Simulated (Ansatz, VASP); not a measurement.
One calculation of BP, two programs

Contents of INCAR:

```
SYSTEM = BP
PREC = Accurate
ENCUT = 520
EDIFF = 1E-7
ISMEAR = -1
SIGMA = 0.02
LREAL = .False.
LASPH = .True.
NELM = 100
ALGO = Normal
ISIF = 2
LWAVE = .False.
LCHARG = .False.
GGA = PE
IBRION = 2
NSW = 80
EDIFFG = -0.02
```

The input KPOINTS:

```
regular mesh
0
Gamma
  16 16 16
  0 0 0
```

The input POSCAR:

```
BP
1.0
    0.0000000000      2.2537713532      2.2537713532
    2.2537713532      0.0000000000      2.2537713532
    2.2537713532      2.2537713532      0.0000000000
B P
1 1
Direct
    0.0000000000      0.0000000000      0.0000000000
    0.2500000000      0.2500000000      0.2500000000
```

Input for Ansatz:

```yaml
crystal:
  lattice:
    - [0.0, 2.2537713532, 2.2537713532]
    - [2.2537713532, 0.0, 2.2537713532]
    - [2.2537713532, 2.2537713532, 0.0]
  atoms:
    - { symbol: B, position: [0.0, 0.0, 0.0] }
    - { symbol: P, position: [0.25, 0.25, 0.25] }
kpoints:
  mp_grid: { grid: [16, 16, 16] }
scf:
  occupations: { method: fermi_dirac, width: 0.02 }
hamiltonian:
  xc: pbe
  pseudopotentials: { kind: paw }
output:
  forces: true
  stress: true
  populations: true
  efg: { quadrupole_moments_barn: { B: 0.04059 }, contact_densities: true }
relax:
  f_tol: 0.02
  max_steps: 60
```

Change from the starting cell: volume scaled by 0.98, ions relaxed.

Alike in both runs: task relaxation of the atoms; functional PBE; k mesh 16 × 16 × 16; occupations fermi-dirac, width 0.02 eV; no spin polarisation.

|  | VASP | Ansatz |
| --- | --- | --- |
| version | VASP 6.6.1 | Ansatz 0.2.0 |
| potentials or method | VASP PAW PBE potentials, release 64 (B, P) | plane-wave PAW, scalar-relativistic |
| plane-wave cutoff (eV) | 520 | 420 |
| valence electrons in the cell | 8 | 8 |

```csv
,VASP,Ansatz,Ansatz less VASP
"gap on the k mesh at the Fermi level, each at its own relaxed structure (eV)",1.22,1.22,+0.004
```

Ansatz's warnings: stress scf threshold loose.

Noted on VASP's run: the relaxation stopped at its first step, so nothing moved.
